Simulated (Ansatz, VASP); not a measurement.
## Co: VASP beside Ansatz

```
CELL_PARAMETERS angstrom
-1.34934 1.34934 1.34934
1.34934 -1.34934 1.34934
1.34934 1.34934 -1.34934
ATOMIC_POSITIONS crystal
Co 0.00000 0.00000 0.00000
```

Alike in both runs: functional LDA; k mesh 16 × 16 × 16; occupations fermi-dirac, width 0.1 eV; no spin polarisation.

Ansatz relaxed the structure, and its values are those at the end. VASP's run is a single point on that final structure, the one shown.

|  | VASP | Ansatz |
| --- | --- | --- |
| version | VASP 6.6.1 | Ansatz 0.2.0 |
| potentials or method | VASP PAW LDA potentials, release 64 (Co), cutoff 520 eV | plane waves (420 eV) with PAW, scalar-relativistic |
| valence electrons in the cell | 9 | 17 |

Ansatz gave:

```
pressure (GPa) : 0.0
```

Problem. Which values does VASP return?

Solution. Pressure (GPa): -0.9.

Ansatz warns that its potentials were made for another functional, while VASP's fit it. LDA's correlation is that of Perdew and Zunger in VASP and of Perdew and Wang (1992) in Ansatz. VASP's potentials hold 9 valence electrons a cell and Ansatz's 17, so a difference there can come from the potentials and not from the codes.
